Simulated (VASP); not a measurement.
# Sn (Fd-3m) in VASP: a series of runs

The runs below take Sn through single point, with HSE06, PBE0, r2SCAN.

Program: VASP 6.6.1. These are calculated values, not measurements. Logs are shortened: lines on timing, memory, paths and dates and some standing lists are left out, and cuts for length are marked.

### 1 The cell of the first run

The structure is cubic, space group Fd-3m (No. 227). Conventional cell: a = 6.467 Å, b = 6.467 Å, c = 6.467 Å, α = 90.00°, β = 90.00°, γ = 90.00°. Within 3.7 Å of Sn (site symmetry -43m) lie 4 Sn at 2.80 Å.

### 2 Single point, HSE06

The input, POSCAR:

```
Sn
1.0
    0.0000000000      3.2333428000      3.2333428000
    3.2333428000      0.0000000000      3.2333428000
    3.2333428000      3.2333428000      0.0000000000
Sn
2
Direct
    0.7500000000      0.7500000000      0.7500000000
    0.5000000000      0.5000000000      0.5000000000
```

The input, INCAR.step1:

```
SYSTEM = Sn
PREC = Accurate ; ENCUT = 520
EDIFF = 1E-5 ; ISMEAR = -1
SIGMA = 0.05 ; LREAL = .False.
LASPH = .True. ; NELM = 100
ALGO = Normal ; ISIF = 2
LWAVE = .True. ; LCHARG = .False.
GGA = PE ; NBANDS = 21
```

The input, INCAR.step2:

```
SYSTEM = Sn
PREC = Accurate ; ENCUT = 520
EDIFF = 1E-6 ; ISMEAR = -1
SIGMA = 0.05 ; LREAL = .False.
LASPH = .True. ; NELM = 100
ALGO = Normal ; ISIF = 2
LWAVE = .False. ; LCHARG = .False.
GGA = PE ; LHFCALC = .True.
HFSCREEN = 0.2079 ; PRECFOCK = Normal
ISTART = 1 ; NBANDS = 21
```

The input, KPOINTS:

```
Automatic mesh
0
Gamma
  4 4 4
  0 0 0
```

Potentials or basis: VASP PAW PBE potentials, release 64 (Sn_d).

Run with:

```sh
> cat potpaw_PBE.64/Sn_d/POTCAR > POTCAR
> cp INCAR.step1 INCAR
> mpirun -np 1 vasp_std > vasp.out
> cp INCAR.step2 INCAR
> mpirun -np 1 vasp_std > vasp.out
```

OUTCAR:

```text
SYSTEM = Sn
   PREC = Accurate
   ENCUT = 520
   EDIFF = 1E-6
   ISMEAR = -1
   LREAL = .False.
   LASPH = .True.
   NELM = 100
   ISIF = 2
   GGA = PE
   LHFCALC = .True.
   HFSCREEN = 0.2079
   PRECFOCK = Normal
   ISTART = 1

 ion  position               nearest neighbor table
   1  0.750  0.750  0.750-   2 2.80   2 2.80   2 2.80   2 2.80
   2  0.500  0.500  0.500-   1 2.80   1 2.80   1 2.80   1 2.80

  LATTYP: Found a face centered cubic cell.
 ALAT       =     6.4666856000

  Lattice vectors:

 A1 = (   0.0000000000,   3.2333428000,   3.2333428000)
 A2 = (   3.2333428000,   0.0000000000,   3.2333428000)
 A3 = (   3.2333428000,   3.2333428000,   0.0000000000)

Analysis of symmetry for initial positions (statically):
=====================================================================
 Subroutine PRICEL returns:
 Original cell was already a primitive cell.

 Routine SETGRP: Setting up the symmetry group for a
 face centered cubic supercell.

 Subroutine GETGRP returns: Found 48 space group operations
 (whereof 24 operations were pure point group operations)
 out of a pool of 48 trial point group operations.

The static configuration has the point symmetry T_d .
 The point group associated with its full space group is O_h .

Analysis of symmetry for dynamics (positions and initial velocities):
=====================================================================
 Subroutine PRICEL returns:
 Original cell was already a primitive cell.

 Routine SETGRP: Setting up the symmetry group for a
 face centered cubic supercell.

 Subroutine GETGRP returns: Found 48 space group operations
 (whereof 24 operations were pure point group operations)
 out of a pool of 48 trial point group operations.

The dynamic configuration has the point symmetry T_d .
 The point group associated with its full space group is O_h .

 Subroutine INISYM returns: Found 48 space group operations
 (whereof 24 operations are pure point group operations),
 and found     1 'primitive' translations

----------------------------------------------------------------------------------------

                                     Primitive cell

  volume of cell :      67.6060

  direct lattice vectors                    reciprocal lattice vectors
     0.000000000  3.233342800  3.233342800    -0.154638723  0.154638723  0.154638723
     3.233342800  0.000000000  3.233342800     0.154638723 -0.154638723  0.154638723
     3.233342800  3.233342800  0.000000000     0.154638723  0.154638723 -0.154638723

  length of vectors
     4.572637240  4.572637240  4.572637240     0.267842124  0.267842124  0.267842124

  position of ions in fractional coordinates (direct lattice)
     0.750000000  0.750000000  0.750000000
     0.500000000  0.500000000  0.500000000

  ion indices of the primitive-cell ions
   primitive index   ion index
                 1           1
                 2           2

----------------------------------------------------------------------------------------

 KPOINTS: Automatic mesh

Automatic generation of k-mesh.
 Grid dimensions read from file:
 generate k-points for:    4    4    4

 Generating k-lattice:

  Cartesian coordinates                     Fractional coordinates (reciprocal lattice)
    -0.038659681  0.038659681  0.038659681     0.250000000  0.000000000  0.000000000
     0.038659681 -0.038659681  0.038659681     0.000000000  0.250000000  0.000000000
     0.038659681  0.038659681 -0.038659681     0.000000000  0.000000000  0.250000000

  Length of vectors
     0.066960531  0.066960531  0.066960531

  Shift w.r.t. Gamma in fractional coordinates (k-lattice)
     0.000000000  0.000000000  0.000000000

 Subroutine IBZKPT returns following result:
 ===========================================

 Found      8 irreducible k-points:

 Following reciprocal coordinates:
            Coordinates               Weight
  0.000000  0.000000  0.000000      1.000000
  0.250000  0.000000  0.000000      8.000000
  0.500000  0.000000  0.000000      4.000000
  0.250000  0.250000  0.000000      6.000000
  0.500000  0.250000  0.000000     24.000000
 -0.250000  0.250000  0.000000     12.000000
  0.500000  0.500000  0.000000      3.000000
 -0.250000  0.500000  0.250000      6.000000
   k-points           NKPTS =      8   k-points in BZ     NKDIM =     64   number of bands    NBANDS=     21
   number of dos      NEDOS =    301   number of ions     NIONS =      2
   total plane-waves  NPLWV =  46656
   dimension x,y,z NGX =    36 NGY =   36 NGZ =   36
   dimension x,y,z NGXF=    72 NGYF=   72 NGZF=   72
   ions per type =               2
   NGX,Y,Z   is equivalent  to a cutoff of  13.09, 13.09, 13.09 a.u.
   NGXF,Y,Z  is equivalent  to a cutoff of  26.18, 26.18, 26.18 a.u.
 SYSTEM =  Sn
   PREC   = accura    normal or accurate (medium, high low for compatibility)
   ISTART =      1    job   : 0-new  1-cont  2-samecut
   ICHARG =      0    charge: 1-file 2-atom 10-const
   ISPIN  =      1    spin polarized calculation?
   LNONCOLLINEAR =      F non collinear calculations
   LSORBIT =      F    spin-orbit coupling
   LASPH  =      T    aspherical Exc in radial PAW
   ENCUT  =  520.0 eV  38.22 Ry    6.18 a.u.   8.50  8.50  8.50*2*pi/ulx,y,z
   NELM   =    100;   NELMIN=  2; NELMDL=  0     # of ELM steps
   EDIFF  = 0.1E-05   stopping-criterion for ELM
   LREAL  =      F    real-space projection
   EDIFFG = 0.1E-04   stopping-criterion for IOM
   NSW    =      0    number of steps for IOM
   IBRION =     -1    ionic relax: 0-MD 1-quasi-New 2-CG
   NFREE  =      0    steps in history (QN), initial steepest desc. (CG)
   ISIF   =      2    stress and relaxation
   ISYM   =      3    0-nonsym 1-usesym 2-fastsym
   POTIM  = 0.5000    time-step for ionic-motion
   TEBEG  =    0.0;   TEEND  =   0.0 temperature during run
   PSTRESS=    0.0 pullay stress
   NELECT =      28.0000    total number of electrons
   NUPDOWN=      -1.0000    fix difference up-down
   EMIN   =  10.00;   EMAX   =-10.00  energy-range for DOS
   EFERMI =   0.00;   METHOD = LEGACY
   ISMEAR =    -1;   SIGMA  =   0.05  broadening in eV -4-tet -1-fermi 0-gaus
   EFERMI_NEDOS =   21; number of points for ismear=-14 and -15
   IALGO  =     38    algorithm
   IMIX   =      1    mixing-type and parameters
     AMIX     =   0.40;   BMIX     =  1.00
     AMIX_MAG =   1.60;   BMIX_MAG =  1.00
  volume/ion in A,a.u.               =      33.80       228.11
  Fermi-wavevector in a.u.,A,eV,Ry     =   1.220298  2.306028 20.260793  1.489126
  Thomas-Fermi vector in A             =   2.355520
   LORBIT       =      0    0 simple, 1 ext, 2 COOP (PROOUT), +10 PAW based schemes
   GGA     = PE    functional components
   LHFCALC =     T    Hartree Fock is set to
   PRECFOCK=normal    Normal, Fast or Accurate (Low or Medium for compatibility)
   ENCUT4O =  -1.0   cutoff for four orbital integrals eV
   NKREDX  =     1    reduce k-point grid by
   NKREDY  =     1    reduce k-point grid by
   NKREDZ  =     1    reduce k-point grid by
   AEXX    =    0.2500 exact exchange contribution
   HFSCREEN=    0.2079 screening length (either q_TF or 0.3 A-1)
   HFSCREENC=   0.2079 screening length for correlation (either q_TF or 0.3 A-1)
   ENCUTFOCK=  -1.0 apply spherical cutoff to Coloumb kernel
   IVDW    =     0    specifies the selected vdW correction
   LEPSILON=     F    determine dielectric tensor
   LRPA    =     F    only Hartree local field effects (RPA)
 non-spin polarized calculation
  energy-cutoff  :      520.00
  volume of cell :       67.61
 maximum number of plane-waves:      1837
 NGX is ok and might be reduce to    36
  NGX = 28; NGY = 28; NGZ = 28

 number of electron      28.0000008 magnetization

 Free energy of the ion-electron system (eV)
  ---------------------------------------------------
  ext. energy  EPLUGINS =         0.00000000
  ---------------------------------------------------
  free energy    TOTEN  =        -8.84555314 eV

  energy without entropy =       -8.84202136  energy(sigma->0) =       -8.84378725

 E-fermi :   5.6358     XC(G=0):  -7.4329

 val. band max:        5.5835586137   @ k =   0.0000   0.0000   0.0000
 cond. band min:       6.0329783435   @ k =   0.5000   0.0000   0.0000
 fundamental gap:      0.4494197298
 Fermi energy:         5.6357585619

 k-point     1 :       0.0000    0.0000    0.0000
  band No.  band energies     occupation
      1     -18.2882      2.00000
      2     -18.2882      2.00000
      3     -18.2882      2.00000
      4     -18.2277      2.00000
      5     -18.2277      2.00000
      6     -17.8985      2.00000
[... 13 lines left out ...]
     20      14.2125      0.00000
     21      14.2125      0.00000

 k-point     2 :       0.2500    0.0000    0.0000
  band No.  band energies     occupation
      1     -18.3164      2.00000
      2     -18.3164      2.00000
      3     -18.2752      2.00000
      4     -18.1843      2.00000
      5     -18.1843      2.00000
      6     -17.9413      2.00000
[... 13 lines left out ...]
     20      13.0675      0.00000
     21      13.0675      0.00000

 k-point     3 :       0.5000    0.0000    0.0000
  band No.  band energies     occupation
      1     -18.3278      2.00000
      2     -18.3278      2.00000
      3     -18.2615      2.00000
      4     -18.1623      2.00000
      5     -18.1623      2.00000
      6     -17.9564      2.00000
[... 13 lines left out ...]
     20      15.2048      0.00000
     21      15.2048      0.00000

 k-point     4 :       0.2500    0.2500    0.0000
  band No.  band energies     occupation
      1     -18.3183      2.00000
      2     -18.3183      2.00000
      3     -18.2941      2.00000
      4     -18.1760      2.00000
      5     -18.1226      2.00000
      6     -18.0351      2.00000
[... 13 lines left out ...]
     20      14.3617      0.00000
     21      14.9604      0.00000

 k-point     5 :       0.5000    0.2500    0.0000
  band No.  band energies     occupation
      1     -18.3595      2.00000
      2     -18.3378      2.00000
      3     -18.2275      2.00000
      4     -18.1223      2.00000
      5     -18.0920      2.00000
      6     -18.0630      2.00000
[... 13 lines left out ...]
     20      15.4756      0.00000
     21      15.6597      0.00000

 k-point     6 :      -0.2500    0.2500    0.0000
  band No.  band energies     occupation
      1     -18.3525      2.00000
      2     -18.3400      2.00000
      3     -18.2205      2.00000
      4     -18.1591      2.00000
      5     -18.1184      2.00000
      6     -18.0060      2.00000
[... 13 lines left out ...]
     20      14.0491      0.00000
     21      15.9058      0.00000

 k-point     7 :       0.5000    0.5000    0.0000
  band No.  band energies     occupation
      1     -18.3440      2.00000
      2     -18.3440      2.00000
      3     -18.2025      2.00000
      4     -18.2025      2.00000
      5     -18.0527      2.00000
      6     -18.0527      2.00000
[... 13 lines left out ...]
     20      15.9089      0.00000
     21      16.8190      0.00000

 k-point     8 :      -0.2500    0.5000    0.2500
  band No.  band energies     occupation
      1     -18.3632      2.00000
      2     -18.3632      2.00000
      3     -18.1402      2.00000
      4     -18.1402      2.00000
      5     -18.0630      2.00000
      6     -18.0630      2.00000
[... 13 lines left out ...]
     20      15.6150      0.00000
     21      16.7552      0.00000

------------------------ aborting loop because EDIFF is reached ----------------------------------------

  FORCE on cell =-STRESS in cart. coord.  units (eV):
  Direction    XX          YY          ZZ          XY          YZ          ZX
  --------------------------------------------------------------------------------------
  -------------------------------------------------------------------------------------
  Total        1.0037441      1.0037441      1.0037441      0.0000000      0.0000000      0.0000000
  in kB       23.7874747     23.7874747     23.7874747      0.0000000      0.0000000      0.0000000
  external PRESSURE =      23.7874747 kB  Pullay stress =       0.0000000 kB

 VOLUME and BASIS-vectors are now :
 -----------------------------------------------------------------------------
  energy-cutoff  :      520.00
  volume of cell :       67.61
      direct lattice vectors                 reciprocal lattice vectors
     0.000000000  3.233342800  3.233342800    -0.154638723  0.154638723  0.154638723
     3.233342800  0.000000000  3.233342800     0.154638723 -0.154638723  0.154638723
     3.233342800  3.233342800  0.000000000     0.154638723  0.154638723 -0.154638723

 POSITION                                       TOTAL-FORCE (eV/Angst)
 -----------------------------------------------------------------------------------
      4.85001      4.85001      4.85001        -0.000000     -0.000000     -0.000000
      3.23334      3.23334      3.23334         0.000000      0.000000      0.000000
 -----------------------------------------------------------------------------------
    total drift:                               -0.000001     -0.000001     -0.000001

  FREE ENERGIE OF THE ION-ELECTRON SYSTEM (eV)
  ---------------------------------------------------
  free  energy   TOTEN  =        -8.8455531429 eV

  energy  without entropy=       -8.8420213627  energy(sigma->0) =       -8.84378725
```

Run time: 32 min. Hardware: 1 thread of AMD EPYC 7R13 (Zen 3), shared host; peak memory 0.28 GiB.

What came out:

- Free energy: -8.8456 eV
- Pressure: 2.4 GPa
- Band gap on the k mesh: zero (filled and empty bands touch)

Caveat: the k points lie up to 0.42 Å⁻¹ apart; the PAW data sets were made with another functional, which shifts forces and pressure a little; spin-orbit coupling is left out, which moves the levels of the heavy elements.

### 3 Single point, PBE0

POSCAR is that of step 2.

The input, INCAR.step1:

```
ALGO = Normal ; EDIFF = 1E-5
ENCUT = 520 ; GGA = PE
ISIF = 2 ; ISMEAR = -1
LASPH = T ; LREAL = F
LWAVE = T ; NBANDS = 21
NELM = 80 ; PREC = Accurate
SIGMA = 0.05
```

The input, INCAR.step2:

```
AEXX = 0.25 ; ALGO = Normal
EDIFF = 1E-6 ; ENCUT = 520
GGA = PE ; ISIF = 2
ISMEAR = -1 ; ISTART = 1
LASPH = T ; LCHARG = T
LELF = T ; LHFCALC = T
LREAL = F ; LVHAR = T
LWAVE = F ; NBANDS = 21
NELM = 80 ; PREC = Accurate
PRECFOCK = Normal ; SIGMA = 0.05
```

The input, KPOINTS:

```
k-points
0
Gamma
  4 4 4
```

Potentials or basis: VASP PAW PBE potentials, release 64 (Sn_d).

Run with:

```sh
> cat potpaw_PBE.64/Sn_d/POTCAR > POTCAR
> cp INCAR.step1 INCAR
> mpirun -np 1 vasp_std > vasp.out
> cp INCAR.step2 INCAR
> mpirun -np 1 vasp_std > vasp.out
```

Wall time 26 min (1 thread of AMD EPYC 7R13 (Zen 3), shared host); peak memory 0.19 GiB.

The run converged, but its numbers aren't listed here, since they failed a check.

Caveat: the k points lie up to 0.42 Å⁻¹ apart; the mesh shows a gap though the element is a metal; the PAW data sets were made with another functional, which shifts forces and pressure a little; spin-orbit coupling is left out, which moves the levels of the heavy elements.

### 4 Single point, r2SCAN, non-collinear spin, zero start, spin-orbit coupling

POSCAR is that of step 3.

The input, INCAR.step1:

```
SYSTEM = Sn
PREC = Accurate ; ENCUT = 520
ISMEAR = -1 ; SIGMA = 0.05
LREAL = .False. ; LASPH = .True.
NELM = 150 ; LNONCOLLINEAR = .True.
MAGMOM = 0 0 0 0 0 0 ; LSORBIT = .True.
GGA_COMPAT = .False. ; NBANDS = 40
GGA = PE ; ALGO = Normal
EDIFF = 1E-4 ; LWAVE = .True.
LCHARG = .False.
```

The input, INCAR.step2:

```
SYSTEM = Sn
PREC = Accurate ; ENCUT = 520
EDIFF = 1E-6 ; ISMEAR = -1
SIGMA = 0.05 ; LREAL = .False.
LASPH = .True. ; NELM = 150
ALGO = Normal ; ISIF = 2
LWAVE = .False. ; LCHARG = .False.
LNONCOLLINEAR = .True. ; MAGMOM = 0 0 0 0 0 0
LORBIT = 11 ; LSORBIT = .True.
GGA_COMPAT = .False. ; LORBMOM = .True.
METAGGA = R2SCAN ; LMIXTAU = .True.
NBANDS = 40 ; ISTART = 1
```

The input, KPOINTS:

```
Automatic mesh
0
Gamma
  5 5 5
  0 0 0
```

Run with:

```sh
> cat potpaw_PBE.64/Sn_d/POTCAR > POTCAR
> cp INCAR.step1 INCAR
> mpirun -np 1 vasp_ncl > vasp.out
> cp INCAR.step2 INCAR
> mpirun -np 1 vasp_ncl > vasp.out
```

Run time: 6.2 min. Hardware: 1 thread of Intel Xeon Platinum 8259CL at 2.50GHz (Skylake/Cascade Lake), shared host; peak memory 0.46 GiB.

The run converged. Its results:

```yaml
Free_energy: -49.5065 eV
Pressure: 2.4 GPa
Net_moment: 0.00 μB per cell
Valence_electrons_inside_the_program's_atomic_spheres: Sn 12.38
```

Moments on the atoms (μB; x, y, z):
```
Sn  0.00 0.00 0.00
Sn  0.00 0.00 0.00
```

Caveat: the PAW data sets were made with another functional, which shifts forces and pressure a little.
